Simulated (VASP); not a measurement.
# AlGa3N4 (P-42m) in VASP: further runs

AlGa3N4 is run at these levels: r2SCAN; tasks: single point.

Everything below comes from runs of VASP 6.6.1. Logs are shortened: lines on timing, memory, paths and dates and some standing lists are left out, and cuts for length are marked.

## 1. The cell of the first run

It takes space group P-42m (No. 111, tetragonal). The conventional cell has a = 4.489 Å, b = 4.489 Å, c = 4.398 Å, α = 90.00°, β = 90.00°, γ = 90.00°. Within 2.5 Å of Al (site symmetry -42m) lie 4 N at 1.89 Å. Ga (site symmetry 222) has 4 N at 1.95 Å within 2.6 Å. Ga (site symmetry -42m) has 4 N at 1.94 Å within 2.6 Å. Within 2.5 Å of N (site symmetry m) lie 1 Al at 1.89 Å and 3 Ga at 1.94 to 1.95 Å.

## 2. Single point, r2SCAN (uniaxial strain along a: -1.5 %, then relaxed in part)

The input, POSCAR:

```
AlGa3N4
1.0
    4.3983642860      0.0000000000      0.0000000000
    0.0000000000      4.4892430527      0.0000000000
    0.0000000000      0.0000000000      4.4892430527
Al Ga N
1 3 4
Direct
    0.0000000000      0.0000000000      0.0000000000
    0.5000000000      0.5000000000      0.0000000000
    0.5000000000      0.0000000000      0.5000000000
    0.0000000000      0.5000000000      0.5000000000
    0.7555118569      0.7552760610      0.2447239390
    0.7555118569      0.2447239390      0.7552760610
    0.2444881431      0.7552760610      0.7552760610
    0.2444881431      0.2447239390      0.2447239390
```

The input, INCAR.step1:

```
SYSTEM = AlGa3N4
  PREC = Accurate
  ENCUT = 520
  ISMEAR = 0
  SIGMA = 0.02
  LREAL = .FALSE.
  LASPH = .TRUE.
  NELM = 80
  NBANDS = 41
  GGA = PE
  ALGO = Normal
  EDIFF = 1E-4
  LWAVE = .TRUE.
  LCHARG = .FALSE.
```

The input, INCAR.step2:

```
SYSTEM = AlGa3N4
  PREC = Accurate
  ENCUT = 520
  EDIFF = 1E-6
  ISMEAR = 0
  SIGMA = 0.02
  LREAL = .FALSE.
  LASPH = .TRUE.
  NELM = 80
  ALGO = Normal
  ISIF = 2
  LWAVE = .FALSE.
  LCHARG = .FALSE.
  METAGGA = R2SCAN
  LMIXTAU = .TRUE.
  NBANDS = 41
  ISTART = 1
```

The input, KPOINTS:

```
regular mesh
0
G
  6 6 6
  0 0 0
```

Potentials or basis: VASP PAW PBE potentials, release 64 (Al, Ga_d, N).

Started as:

```sh
> cat potpaw_PBE.64/Al/POTCAR potpaw_PBE.64/Ga_d/POTCAR potpaw_PBE.64/N/POTCAR > POTCAR
> cp INCAR.step1 INCAR
> mpirun -np 1 vasp_std > vasp.out
> cp INCAR.step2 INCAR
> mpirun -np 1 vasp_std > vasp.out
```

OUTCAR:

```text
SYSTEM = AlGa3N4
   PREC = Accurate
   ENCUT = 520
   EDIFF = 1E-6
   ISMEAR = 0
   LREAL = .FALSE.
   LASPH = .TRUE.
   NELM = 80
   ISIF = 2
   METAGGA = R2SCAN
   ISTART = 1

 ion  position               nearest neighbor table
   1  0.000  0.000  0.000-   5 1.89   6 1.89   7 1.89   8 1.89   2 3.14   3 3.14   3 3.14   2 3.14
                             2 3.14   3 3.14   3 3.14   2 3.14
   2  0.500  0.500  0.000-   5 1.95   6 1.95   7 1.95   8 1.95   1 3.14   1 3.14   1 3.14   1 3.14

   3  0.500  0.000  0.500-   5 1.95   6 1.95   7 1.95   8 1.95   1 3.14   1 3.14   1 3.14   1 3.14

   4  0.000  0.500  0.500-   5 1.94   6 1.94   7 1.94   8 1.94
   5  0.756  0.755  0.245-   1 1.89   4 1.94   3 1.95   2 1.95
   6  0.756  0.245  0.755-   1 1.89   4 1.94   3 1.95   2 1.95
   7  0.244  0.755  0.755-   1 1.89   4 1.94   3 1.95   2 1.95
   8  0.244  0.245  0.245-   1 1.89   4 1.94   3 1.95   2 1.95

  LATTYP: Found a simple tetragonal cell.
 ALAT       =     4.4892430527
 C/A-ratio  =     0.9797563274

  Lattice vectors:

 A1 = (   0.0000000000,   4.4892430527,   0.0000000000)
 A2 = (   0.0000000000,   0.0000000000,   4.4892430527)
 A3 = (   4.3983642860,   0.0000000000,   0.0000000000)

Analysis of symmetry for initial positions (statically):
=====================================================================
 Subroutine PRICEL returns:
 Original cell was already a primitive cell.

 Routine SETGRP: Setting up the symmetry group for a
 simple tetragonal supercell.

 Subroutine GETGRP returns: Found  8 space group operations
 (whereof  8 operations were pure point group operations)
 out of a pool of 16 trial point group operations.

The static configuration has the point symmetry D_2d.

Analysis of symmetry for dynamics (positions and initial velocities):
=====================================================================
 Subroutine PRICEL returns:
 Original cell was already a primitive cell.

 Routine SETGRP: Setting up the symmetry group for a
 simple tetragonal supercell.

 Subroutine GETGRP returns: Found  8 space group operations
 (whereof  8 operations were pure point group operations)
 out of a pool of 16 trial point group operations.

The dynamic configuration has the point symmetry D_2d.

 Subroutine INISYM returns: Found  8 space group operations
 (whereof  8 operations are pure point group operations),
 and found     1 'primitive' translations

----------------------------------------------------------------------------------------

                                     Primitive cell

  volume of cell :      88.6416

  direct lattice vectors                    reciprocal lattice vectors
     4.398364286  0.000000000  0.000000000     0.227357248  0.000000000  0.000000000
     0.000000000  4.489243053  0.000000000     0.000000000  0.222754702  0.000000000
     0.000000000  0.000000000  4.489243053     0.000000000  0.000000000  0.222754702

  length of vectors
     4.398364286  4.489243053  4.489243053     0.227357248  0.222754702  0.222754702

  position of ions in fractional coordinates (direct lattice)
     0.000000000  0.000000000  0.000000000
     0.500000000  0.500000000  0.000000000
     0.500000000  0.000000000  0.500000000
     0.000000000  0.500000000  0.500000000
     0.755511857  0.755276061  0.244723939
     0.755511857  0.244723939  0.755276061
     0.244488143  0.755276061  0.755276061
     0.244488143  0.244723939  0.244723939

  ion indices of the primitive-cell ions
   primitive index   ion index
                 1           1
                 2           2
                 3           3
                 4           4
                 5           5
                 6           6
                 7           7
                 8           8

----------------------------------------------------------------------------------------

 KPOINTS: regular mesh

Automatic generation of k-mesh.
 Grid dimensions read from file:
 generate k-points for:    6    6    6

 Generating k-lattice:

  Cartesian coordinates                     Fractional coordinates (reciprocal lattice)
     0.037892875  0.000000000  0.000000000     0.166666667  0.000000000  0.000000000
     0.000000000  0.037125784  0.000000000     0.000000000  0.166666667  0.000000000
     0.000000000  0.000000000  0.037125784     0.000000000  0.000000000  0.166666667

  Length of vectors
     0.037892875  0.037125784  0.037125784

  Shift w.r.t. Gamma in fractional coordinates (k-lattice)
     0.000000000  0.000000000  0.000000000

 Subroutine IBZKPT returns following result:
 ===========================================

 Found     40 irreducible k-points:

 Following reciprocal coordinates:
            Coordinates               Weight
  0.000000  0.000000  0.000000      1.000000
  0.166667  0.000000  0.000000      2.000000
  0.333333  0.000000  0.000000      2.000000
  0.500000  0.000000  0.000000      1.000000
  0.000000  0.166667  0.000000      4.000000
  0.166667  0.166667  0.000000      8.000000
[... 16 lines left out ...]
  0.333333  0.333333  0.166667     16.000000
  0.500000  0.333333  0.166667      8.000000
 [... further k-points ...]
   k-points           NKPTS =     40   k-points in BZ     NKDIM =     40   number of bands    NBANDS=     41
   number of dos      NEDOS =    301   number of ions     NIONS =      8
   total plane-waves  NPLWV =  46656
   dimension x,y,z NGX =    36 NGY =   36 NGZ =   36
   dimension x,y,z NGXF=    72 NGYF=   72 NGZF=   72
   ions per type =               1   3   4
   NGX,Y,Z   is equivalent  to a cutoff of  13.61, 13.33, 13.33 a.u.
   NGXF,Y,Z  is equivalent  to a cutoff of  27.21, 26.66, 26.66 a.u.
 SYSTEM =  AlGa3N4
   PREC   = accura    normal or accurate (medium, high low for compatibility)
   ISTART =      1    job   : 0-new  1-cont  2-samecut
   ICHARG =      0    charge: 1-file 2-atom 10-const
   ISPIN  =      1    spin polarized calculation?
   LNONCOLLINEAR =      F non collinear calculations
   LSORBIT =      F    spin-orbit coupling
   LASPH  =      T    aspherical Exc in radial PAW
   ENCUT  =  520.0 eV  38.22 Ry    6.18 a.u.   8.18  8.35  8.35*2*pi/ulx,y,z
   NELM   =     80;   NELMIN=  2; NELMDL=  0     # of ELM steps
   EDIFF  = 0.1E-05   stopping-criterion for ELM
   LREAL  =      F    real-space projection
   EDIFFG = 0.1E-04   stopping-criterion for IOM
   NSW    =      0    number of steps for IOM
   IBRION =     -1    ionic relax: 0-MD 1-quasi-New 2-CG
   NFREE  =      0    steps in history (QN), initial steepest desc. (CG)
   ISIF   =      2    stress and relaxation
   ISYM   =      2    0-nonsym 1-usesym 2-fastsym
   POTIM  = 0.5000    time-step for ionic-motion
   TEBEG  =    0.0;   TEEND  =   0.0 temperature during run
   PSTRESS=    0.0 pullay stress
   NELECT =      62.0000    total number of electrons
   NUPDOWN=      -1.0000    fix difference up-down
   EMIN   =  10.00;   EMAX   =-10.00  energy-range for DOS
   EFERMI =   0.00;   METHOD = LEGACY
   ISMEAR =     0;   SIGMA  =   0.02  broadening in eV -4-tet -1-fermi 0-gaus
   EFERMI_NEDOS =   21; number of points for ismear=-14 and -15
   IALGO  =     38    algorithm
   IMIX   =      4    mixing-type and parameters
     AMIX     =   0.40;   BMIX     =  1.00
     AMIX_MAG =   1.60;   BMIX_MAG =  1.00
  volume/ion in A,a.u.               =      11.08        74.77
  Fermi-wavevector in a.u.,A,eV,Ry     =   1.453203  2.746155 28.732764  2.111799
  Thomas-Fermi vector in A             =   2.570497
   LORBIT       =      0    0 simple, 1 ext, 2 COOP (PROOUT), +10 PAW based schemes
   METAGGA = R2SCAN    functional components
   LHFCALC =     F    Hartree Fock is set to
   AEXX    =    0.0000 exact exchange contribution
   IVDW    =     0    specifies the selected vdW correction
   LEPSILON=     F    determine dielectric tensor
   LRPA    =     F    only Hartree local field effects (RPA)
 non-spin polarized calculation
 Gauss-broadening in eV      SIGMA  =   0.02
  energy-cutoff  :      520.00
  volume of cell :       88.64
 maximum number of plane-waves:      2429
 NGX is ok and might be reduce to    36
   NGX = 17   NGY = 17   NGZ = 17

 number of electron      61.9999974 magnetization

 Free energy of the ion-electron system (eV)
  ---------------------------------------------------
  ext. energy  EPLUGINS =         0.00000000
  ---------------------------------------------------
  free energy    TOTEN  =       -84.85196894 eV

  energy without entropy =      -84.85196894  energy(sigma->0) =      -84.85196894

 E-fermi :   5.4145     XC(G=0): -12.4073

 val. band max:        5.2927642193   @ k =   0.0000   0.0000   0.0000
 cond. band min:       8.0834668871   @ k =   0.0000   0.0000   0.0000
 fundamental gap:      2.7907026678
 Fermi energy:         5.4144515168

 k-point     1 :       0.0000    0.0000    0.0000
  band No.  band energies     occupation
      1     -11.2933      2.00000
      2      -9.8874      2.00000
      3      -9.8874      2.00000
      4      -9.8765      2.00000
      5      -8.2754      2.00000
      6      -8.2754      2.00000
[... 33 lines left out ...]
     40      16.9089      0.00000
     41      16.9089      0.00000

 k-point     2 :       0.1667    0.0000    0.0000
  band No.  band energies     occupation
      1     -11.1779      2.00000
      2      -9.9285      2.00000
      3      -9.8904      2.00000
      4      -9.8904      2.00000
      5      -8.2714      2.00000
      6      -8.2714      2.00000
[... 33 lines left out ...]
     40      17.1206      0.00000
     41      17.1207      0.00000

 k-point     3 :       0.3333    0.0000    0.0000
  band No.  band energies     occupation
      1     -10.8662      2.00000
      2     -10.1085      2.00000
      3      -9.8965      2.00000
      4      -9.8965      2.00000
      5      -8.2539      2.00000
      6      -8.2539      2.00000
[... 875 lines left out ...]
      2     -10.0869      2.00000
      3     -10.0298      2.00000
      4      -9.9640      2.00000
      5      -8.2652      2.00000
      6      -8.2572      2.00000
[... 33 lines left out ...]
     40      16.1852      0.00000
     41      16.2966      0.00000

 k-point    24 :       0.5000    0.3333    0.1667
  band No.  band energies     occupation
      1     -10.3398      2.00000
      2     -10.1926      2.00000
      3     -10.0333      2.00000
      4      -9.9879      2.00000
      5      -8.2641      2.00000
      6      -8.2520      2.00000
[... 33 lines left out ...]
     40      15.9912      0.00000
     41      16.3679      0.00000

 [... further k-points ...]

------------------------ aborting loop because EDIFF is reached ----------------------------------------

  FORCE on cell =-STRESS in cart. coord.  units (eV):
  Direction    XX          YY          ZZ          XY          YZ          ZX
  --------------------------------------------------------------------------------------
  -------------------------------------------------------------------------------------
  Total        1.8662641      0.3677747      0.3677747      0.0000000      0.0000000      0.0000000
  in kB       33.7323222      6.6474488      6.6474488      0.0000000      0.0000000      0.0000000
  external PRESSURE =      15.6757399 kB  Pullay stress =       0.0000000 kB

 VOLUME and BASIS-vectors are now :
 -----------------------------------------------------------------------------
  energy-cutoff  :      520.00
  volume of cell :       88.64
      direct lattice vectors                 reciprocal lattice vectors
     4.398364286  0.000000000  0.000000000     0.227357248  0.000000000  0.000000000
     0.000000000  4.489243053  0.000000000     0.000000000  0.222754702  0.000000000
     0.000000000  0.000000000  4.489243053     0.000000000  0.000000000  0.222754702

 POSITION                                       TOTAL-FORCE (eV/Angst)
 -----------------------------------------------------------------------------------
      0.00000      0.00000      0.00000         0.000000      0.000000      0.000000
      2.19918      2.24462      0.00000         0.000000     -0.000000     -0.000000
      2.19918      0.00000      2.24462         0.000000      0.000000      0.000000
      0.00000      2.24462      2.24462         0.000000      0.000000      0.000000
      3.32302      3.39062      1.09863         0.046506      0.047044     -0.047044
      3.32302      1.09863      3.39062         0.046506     -0.047044      0.047044
      1.07535      3.39062      3.39062        -0.046506      0.047044      0.047044
      1.07535      1.09863      1.09863        -0.046506     -0.047044     -0.047044
 -----------------------------------------------------------------------------------
    total drift:                               -0.000000     -0.000000     -0.000000

  FREE ENERGIE OF THE ION-ELECTRON SYSTEM (eV)
  ---------------------------------------------------
  free  energy   TOTEN  =       -84.8519689409 eV

  energy  without entropy=      -84.8519689409  energy(sigma->0) =      -84.85196894
```

It took 9.6 min on 1 thread of Intel Xeon Platinum 8259CL at 2.50GHz (Skylake/Cascade Lake), shared host; peak memory 0.29 GiB.

What came out:

| Item | Value |
| --- | --- |
| Free energy | -84.8520 eV |
| Pressure | 1.6 GPa |
| Largest force | 0.081 eV/Å |
| Band gap on the k mesh | 2.79 eV |

Forces on the atoms (eV/Å):
```
Al   0.000  0.000  0.000
Ga   0.000  0.000  0.000
Ga   0.000  0.000  0.000
Ga   0.000  0.000  0.000
N    0.047  0.047 -0.047
N    0.047 -0.047  0.047
N   -0.047  0.047  0.047
N   -0.047 -0.047 -0.047
```

Caveat: the cell differs from its parent crystal (uniaxial strain along a: -1.5 %, then relaxed in part); the PAW data sets were made with another functional, which shifts forces and pressure a little.

## 3. Single point, r2SCAN

POSCAR is that of step 2.

The input, INCAR.step1:

```
PREC = Accurate
ENCUT = 520
ISMEAR = 0
SIGMA = 0.02
LREAL = F
LASPH = T
NELM = 100
NBANDS = 41
GGA = PE
ALGO = Normal
EDIFF = 1E-4
LWAVE = T
LCHARG = F
```

The input, INCAR.step2:

```
PREC = Accurate
ENCUT = 520
EDIFF = 1E-6
ISMEAR = 0
SIGMA = 0.02
LREAL = F
LASPH = T
NELM = 100
ALGO = Normal
ISIF = 2
LWAVE = F
LCHARG = F
METAGGA = R2SCAN
LMIXTAU = T
NBANDS = 41
ISTART = 1
```

The input, KPOINTS:

```
Automatic mesh
0
Gamma
  6 6 6
```

Potentials or basis: VASP PAW PBE potentials, release 64 (Al, Ga_d, N).

Started as:

```sh
> cat potpaw_PBE.64/Al/POTCAR potpaw_PBE.64/Ga_d/POTCAR potpaw_PBE.64/N/POTCAR > POTCAR
> cp INCAR.step1 INCAR
> mpirun -np 1 vasp_std > vasp.out
> cp INCAR.step2 INCAR
> mpirun -np 1 vasp_std > vasp.out
```

Run time: 8.9 min. Hardware: 1 thread of Intel Xeon Platinum 8259CL at 2.50GHz (Skylake/Cascade Lake), shared host; peak memory 0.29 GiB.

The run converged. Its results:

- Free energy: -84.8520 eV
- Pressure: 1.6 GPa
- Largest force: 0.081 eV/Å
- Band gap on the k mesh: 2.79 eV

Forces in eV/Å, atoms in the order of the input:
```
Al   0.000  0.000  0.000
Ga   0.000  0.000  0.000
Ga   0.000  0.000  0.000
Ga   0.000  0.000  0.000
N    0.047  0.047 -0.047
N    0.047 -0.047  0.047
N   -0.047  0.047  0.047
N   -0.047 -0.047 -0.047
```

Stress tensor (GPa, compression positive):
```
3.37 0.00 0.00
0.00 0.66 0.00
0.00 0.00 0.66
```

Levels at points of the mesh, in eV from the valence-band top:
| k point | band 27 | band 28 | band 29 | band 30 | band 31 | band 32 | band 33 | band 34 | band 35 | band 36 |
| --- | --- | --- | --- | --- | --- | --- | --- | --- | --- | --- |
| (0.00, 0.00, 0.00) | -2.55 | -2.52 | -0.09 | -0.09 | 0.00 | 2.79 | 3.79 | 3.91 | 3.91 | 6.99 |
| (0.50, 0.00, 0.00) | -2.86 | -1.67 | -1.67 | -1.34 | -1.34 | 5.45 | 5.57 | 6.86 | 6.86 | 8.30 |
| (0.00, 0.50, 0.00) | -2.97 | -1.58 | -1.54 | -1.26 | -1.21 | 5.40 | 5.49 | 6.68 | 6.69 | 8.44 |
| (0.50, 0.50, 0.00) | -3.17 | -1.02 | -1.01 | -0.99 | -0.63 | 7.30 | 7.50 | 7.52 | 7.96 | 8.05 |
| (0.00, 0.50, 0.50) | -3.06 | -1.15 | -1.13 | -1.13 | -0.76 | 7.25 | 7.44 | 7.44 | 7.84 | 7.89 |
| (0.50, 0.50, 0.50) | -0.89 | -0.82 | -0.74 | -0.69 | -0.69 | 5.53 | 5.54 | 5.54 | 6.90 | 9.75 |

Caveat: the PAW data sets were made with another functional, which shifts forces and pressure a little.
